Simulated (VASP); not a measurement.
# InP (Fm-3m) in VASP: a series of runs, part 2 of 2

VASP 6.6.1. The steps go on from the part before.

## 3. Vibrations by perturbation theory, PBEsol

This run uses another cell than the first one, of 19.15 Å³/atom.

INCAR

```
SYSTEM = InP
ALGO = Normal
EDIFF = 1E-8
ENCUT = 520
GGA = PS
IBRION = 8
ISIF = 2
ISMEAR = -1
LASPH = .True.
LCHARG = .False.
LREAL = .False.
LWAVE = .False.
NBANDS = 16
NELM = 60
NSW = 1
PREC = Accurate
SIGMA = 0.15
```

KPOINTS

```
k-points
0
Gamma
  14 14 14
  0 0 0
```

POSCAR

```
InP
1.0
    0.0000000000      2.6754591848      2.6754591848
    2.6754591848      0.0000000000      2.6754591848
    2.6754591848      2.6754591848      0.0000000000
In P
1 1
Direct
    0.0000000000      0.0000000000      0.0000000000
    0.5000000000      0.5000000000      0.5000000000
```

Potentials or basis: VASP PAW PBE potentials, release 64 (In_d, P).

Command:

```console
cat potpaw_PBE.64/In_d/POTCAR potpaw_PBE.64/P/POTCAR > POTCAR
mpirun -np 1 vasp_std > vasp.out
```

OUTCAR:

```text
SYSTEM = InP
   EDIFF = 1E-8
   ENCUT = 520
   GGA = PS
   IBRION = 8
   ISIF = 2
   ISMEAR = -1
   LASPH = .True.
   LREAL = .False.
   NELM = 60
   NSW = 1
   PREC = Accurate

 ion  position               nearest neighbor table
   1  0.000  0.000  0.000-   2 2.68   2 2.68   2 2.68   2 2.68   2 2.68   2 2.68
   2  0.500  0.500  0.500-   1 2.68   1 2.68   1 2.68   1 2.68   1 2.68   1 2.68

  LATTYP: Found a face centered cubic cell.
 ALAT       =     5.3509183696

  Lattice vectors:

 A1 = (   0.0000000000,   2.6754591848,   2.6754591848)
 A2 = (   2.6754591848,   0.0000000000,   2.6754591848)
 A3 = (   2.6754591848,   2.6754591848,   0.0000000000)

Analysis of symmetry for initial positions (statically):
=====================================================================
 Subroutine PRICEL returns:
 Original cell was already a primitive cell.

 Routine SETGRP: Setting up the symmetry group for a
 face centered cubic supercell.

 Subroutine GETGRP returns: Found 48 space group operations
 (whereof 48 operations were pure point group operations)
 out of a pool of 48 trial point group operations.

The static configuration has the point symmetry O_h .

Analysis of symmetry for dynamics (positions and initial velocities):
=====================================================================
 Subroutine PRICEL returns:
 Original cell was already a primitive cell.

 Routine SETGRP: Setting up the symmetry group for a
[... 642 lines left out ...]
      2.67546      2.67546      2.67546         0.000000     -0.000000      0.000000
 -----------------------------------------------------------------------------------
    total drift:                               -0.000000      0.000000      0.000000

  FREE ENERGIE OF THE ION-ELECTRON SYSTEM (eV)
  ---------------------------------------------------
  free  energy   TOTEN  =        -8.7859087289 eV

  energy  without entropy=       -8.7225671566  energy(sigma->0) =       -8.75423794

[... ionic steps 2 to 3 ...]

--------------------------------------- Ionic step        4  -------------------------------------------

------------------------ aborting loop because EDIFF is reached ----------------------------------------

[... ionic steps 5 to 6 ...]

--------------------------------------- Ionic step        7  -------------------------------------------

 Free energy of the ion-electron system (eV)
  ---------------------------------------------------
  ---------------------------------------------------
  free energy    TOTEN  =        -0.04710893 eV

  energy without entropy =       -0.04710893

------------------------ aborting loop because EDIFF is reached ----------------------------------------

 INTERNAL STRAIN TENSOR  FOR ION    2  DIRECTION 1   (eV/Angst):
 -----------------------------------------------------------------------------
    -0.05504 -0.00000  0.00000
     0.00000  0.03497  0.00000
     0.00000  0.00000  0.03497

 INTERNAL STRAIN TENSOR FOR ION    2 for displacements in x,y,z  (eV/Angst):
          X           Y           Z          XY          YZ          ZX
  --------------------------------------------------------------------------------
  x     0.00000     0.00000     0.00000     0.00000     0.00000     0.00000
  y     0.00000     0.00000     0.00000     0.00000     0.00000     0.00000
  z     0.00000     0.00000     0.00000     0.00000     0.00000     0.00000

 SECOND DERIVATIVES (NOT SYMMETRIZED)
 ------------------------------------
               1X          1Y          1Z          2X          2Y          2Z
  1X    -3.795041    0.000000    0.000000    3.795041    0.000000    0.000000
  1Y     0.000000   -3.795041    0.000000    0.000000    3.795041    0.000000
  1Z     0.000000    0.000000   -3.795041    0.000000    0.000000    3.795041
  2X     3.792092    0.000000    0.000000   -3.792092    0.000000    0.000000
  2Y     0.000000    3.792092    0.000000    0.000000   -3.792092    0.000000
  2Z     0.000000    0.000000    3.792092    0.000000    0.000000   -3.792092

 Eigenvectors and eigenvalues of the dynamical matrix
 ----------------------------------------------------

   1 f  =    6.164366 THz    38.731857 2PiTHz  205.621133 cm-1    25.493760 meV
             X         Y         Z           dx          dy          dz
      0.000000  0.000000  0.000000     0.000000    0.461065    0.000000
      2.675459  2.675459  2.675459     0.000000   -0.887367    0.000000
[... 21 lines left out ...]
   6 f/i=    0.000980 THz     0.006159 2PiTHz    0.032696 cm-1     0.004054 meV
             X         Y         Z           dx          dy          dz
      0.000000  0.000000  0.000000     0.000000    0.000000    0.887367
      2.675459  2.675459  2.675459     0.000000    0.000000    0.461065

--------------------------------------------------------------------------------------------------------

 ELASTIC MODULI CONTR FROM IONIC RELAXATION (kBar)
 Direction    XX          YY          ZZ          XY          YZ          ZX
 --------------------------------------------------------------------------------
 XX           0.0000      0.0000      0.0000      0.0000      0.0000      0.0000
 YY           0.0000      0.0000      0.0000      0.0000      0.0000      0.0000
 ZZ           0.0000      0.0000      0.0000      0.0000      0.0000      0.0000
 XY           0.0000      0.0000      0.0000      0.0000      0.0000      0.0000
 YZ           0.0000      0.0000      0.0000      0.0000      0.0000      0.0000
 ZX           0.0000      0.0000      0.0000      0.0000      0.0000      0.0000
 --------------------------------------------------------------------------------
```

OSZICAR:

```text
N       E                     dE             d eps       ncg     rms          rms(c)
DAV:   1     0.108705510923E+03    0.10871E+03   -0.85588E+03  3352   0.137E+03
DAV:   2    -0.267845949858E+01   -0.11138E+03   -0.10637E+03  3760   0.313E+02
DAV:   3    -0.895526520470E+01   -0.62768E+01   -0.61930E+01  4320   0.705E+01
DAV:   4    -0.909776000609E+01   -0.14249E+00   -0.14243E+00  4216   0.106E+01
[... 47 lines left out ...]
RMM:  14    -0.471089277045E-01    0.42535E-08    0.11436E-07 12516   0.225E-05    0.118E-06
RMM:  15    -0.471089315899E-01   -0.38853E-08    0.11685E-07  7317   0.203E-05    0.443E-07
RMM:  16    -0.471089288696E-01    0.27203E-08    0.10796E-07  5955   0.197E-05    0.272E-07
RMM:  17    -0.471089323378E-01   -0.34682E-08    0.10617E-07  5523   0.194E-05    0.115E-07
RMM:  18    -0.471089319936E-01    0.34413E-09    0.95257E-08  5209   0.193E-05    0.453E-08
 Linear response finished
```

stdout:

```text
POSCAR found type information on POSCAR InP
 POSCAR found :  2 types and       2 ions
 scaLAPACK will be used
 -----------------------------------------------------------------------------
|                                                                             |
|                                                                             |
|     You enforced a specific xc type in the INCAR file but a different       |
|     I HOPE YOU KNOW WHAT YOU ARE DOING!                                     |
|                                                                             |
 -----------------------------------------------------------------------------

 LDA part: xc-table for (Slater+PW92), standard interpolation
 POSCAR, INCAR and KPOINTS ok, starting setup
 FFT: planning ... GRIDC
 FFT: planning ... GRID_SOFT
 FFT: planning ... GRID
 WAVECAR not read
 entering main loop
 Linear response reoptimize wavefunctions to high precision
 Linear response DOF=           2
 Linear response progress:
 first order change of Fermi-energy  -0.57064E-03
 force on displaced ion       1 direction 1 :  -3.795   0.000   0.000
 Linear response progress:
 first order change of Fermi-energy   0.17771E-02
 force on displaced ion       2 direction 1 :  -3.792   0.000   0.000
 Linear response finished
```

Run time: 7.4 min. Hardware: 1 thread of AMD EPYC 7R43 (Zen 3), shared host; peak memory 0.38 GiB.

What came out:

* Highest phonon frequency at Γ, LO-TO splitting left out: 206 cm⁻¹

Phonon frequencies in cm⁻¹ (negative: imaginary):
| q point | frequencies |
| --- | --- |
| (0.000, 0.000, 0.000) | 0 0 0 206 206 206 |

Caveat: the cell stands under pressure or tension, which shifts response properties; the PAW data sets were made with another functional, which shifts forces and pressure a little; spin-orbit coupling is left out, which moves the levels of the heavy elements.

## 4. Vibrations by perturbation theory, PBEsol

This run uses another cell than the first one, of 21.19 Å³/atom.

INCAR

```
SYSTEM = InP
  PREC = Accurate
  ENCUT = 520
  EDIFF = 1E-8
  ISMEAR = -1
  SIGMA = 0.15
  LREAL = .False.
  LASPH = .True.
  NELM = 100
  ALGO = Normal
  ISIF = 2
  LWAVE = .False.
  LCHARG = .False.
  GGA = PS
  IBRION = 8
  NSW = 1
```

KPOINTS

```
Automatic mesh
0
Gamma
  14 14 14
  0 0 0
```

POSCAR

```
InP
1.0
    0.0000000000      2.7670908579      2.7670908579
    2.7670908579      0.0000000000      2.7670908579
    2.7670908579      2.7670908579      0.0000000000
In P
1 1
Direct
    0.0000000000      0.0000000000      0.0000000000
    0.5000000000      0.5000000000      0.5000000000
```

Potentials or basis: VASP PAW PBE potentials, release 64 (In_d, P).

Command:

```console
cat potpaw_PBE.64/In_d/POTCAR potpaw_PBE.64/P/POTCAR > POTCAR
mpirun -np 1 vasp_std > vasp.out
```

OUTCAR:

```text
SYSTEM = InP
   PREC = Accurate
   ENCUT = 520
   EDIFF = 1E-8
   ISMEAR = -1
   LREAL = .False.
   LASPH = .True.
   NELM = 100
   ISIF = 2
   GGA = PS
   IBRION = 8
   NSW = 1

 ion  position               nearest neighbor table
   1  0.000  0.000  0.000-   2 2.77   2 2.77   2 2.77   2 2.77   2 2.77   2 2.77
   2  0.500  0.500  0.500-   1 2.77   1 2.77   1 2.77   1 2.77   1 2.77   1 2.77

  LATTYP: Found a face centered cubic cell.
 ALAT       =     5.5341817158

  Lattice vectors:
[... 640 lines left out ...]
               1X          1Y          1Z          2X          2Y          2Z
  1X    -1.981029    0.000000    0.000000    1.981029    0.000000    0.000000
  1Y     0.000000   -1.981029    0.000000    0.000000    1.981029    0.000000
  1Z     0.000000    0.000000   -1.981029    0.000000    0.000000    1.981029
  2X     1.959662    0.000000    0.000000   -1.959662    0.000000    0.000000
  2Y     0.000000    1.959662    0.000000    0.000000   -1.959662    0.000000
  2Z     0.000000    0.000000    1.959662    0.000000    0.000000   -1.959662

 Eigenvectors and eigenvalues of the dynamical matrix
 ----------------------------------------------------

   1 f  =    4.436160 THz    27.873217 2PiTHz  147.974380 cm-1    18.346477 meV
             X         Y         Z           dx          dy          dz
      0.000000  0.000000  0.000000     0.462897    0.000000   -0.000000
      2.767091  2.767091  2.767091    -0.886412    0.000000   -0.000000
[... 21 lines left out ...]
   6 f/i=    0.009870 THz     0.062013 2PiTHz    0.329217 cm-1     0.040818 meV
             X         Y         Z           dx          dy          dz
      0.000000  0.000000  0.000000     0.719124    0.492181   -0.162313
      2.767091  2.767091  2.767091     0.375536    0.257024   -0.084762

--------------------------------------------------------------------------------------------------------

 ELASTIC MODULI CONTR FROM IONIC RELAXATION (kBar)
 Direction    XX          YY          ZZ          XY          YZ          ZX
 --------------------------------------------------------------------------------
 XX           0.0000      0.0000      0.0000      0.0000      0.0000      0.0000
 YY           0.0000      0.0000      0.0000      0.0000      0.0000      0.0000
 ZZ           0.0000      0.0000      0.0000      0.0000      0.0000      0.0000
 XY           0.0000      0.0000      0.0000      0.0000      0.0000      0.0000
 YZ           0.0000      0.0000      0.0000      0.0000      0.0000      0.0000
 ZX           0.0000      0.0000      0.0000      0.0000      0.0000      0.0000
 --------------------------------------------------------------------------------
```

OSZICAR:

```text
N       E                     dE             d eps       ncg     rms          rms(c)
DAV:   1     0.110100435709E+03    0.11010E+03   -0.87571E+03  2722   0.165E+03
DAV:   2    -0.165659977873E+01   -0.11176E+03   -0.10831E+03  2844   0.336E+02
DAV:   3    -0.889611033242E+01   -0.72395E+01   -0.70132E+01  3524   0.872E+01
DAV:   4    -0.908791589993E+01   -0.19181E+00   -0.19130E+00  3130   0.145E+01
[... 45 lines left out ...]
RMM:   9    -0.470068069367E-01    0.79839E-06    0.74039E-07 12480   0.564E-04    0.218E-04
RMM:  10    -0.470065503705E-01    0.25657E-06   -0.87155E-08 12409   0.209E-04    0.173E-04
RMM:  11    -0.470065449044E-01    0.54661E-08   -0.15056E-07 11401   0.968E-05    0.190E-04
RMM:  12    -0.470066107835E-01   -0.65879E-07    0.44824E-08 11965   0.454E-05    0.207E-05
RMM:  13    -0.470066073274E-01    0.34561E-08    0.24215E-08 12607   0.224E-05    0.295E-06
 Linear response finished
```

stdout:

```text
POSCAR found type information on POSCAR InP
 POSCAR found :  2 types and       2 ions
 scaLAPACK will be used
 -----------------------------------------------------------------------------
|                                                                             |
|                                                                             |
|     You enforced a specific xc type in the INCAR file but a different       |
|     I HOPE YOU KNOW WHAT YOU ARE DOING!                                     |
|                                                                             |
 -----------------------------------------------------------------------------

 LDA part: xc-table for (Slater+PW92), standard interpolation
 POSCAR, INCAR and KPOINTS ok, starting setup
 FFT: planning ... GRIDC
 FFT: planning ... GRID_SOFT
 FFT: planning ... GRID
 WAVECAR not read
 entering main loop
 Linear response reoptimize wavefunctions to high precision
 Linear response DOF=           2
 Linear response progress:
 first order change of Fermi-energy  -0.61662E-03
 force on displaced ion       1 direction 1 :  -1.981   0.000   0.000
 Linear response progress:
 first order change of Fermi-energy   0.19281E-02
 force on displaced ion       2 direction 1 :  -1.960   0.000   0.000
 Linear response finished
```

Wall time 10 min (1 thread of Intel Xeon 8259CL, shared host); peak memory 0.42 GiB.

Results:

* Highest phonon frequency at Γ, LO-TO splitting left out: 148 cm⁻¹

Phonon frequencies in cm⁻¹ (negative: imaginary):
```csv
q point,frequencies
"(0.000, 0.000, 0.000)",0 0 0 148 148 148
```

Caveat: the cell stands under pressure or tension, which shifts response properties; the PAW data sets were made with another functional, which shifts forces and pressure a little; spin-orbit coupling is left out, which moves the levels of the heavy elements.
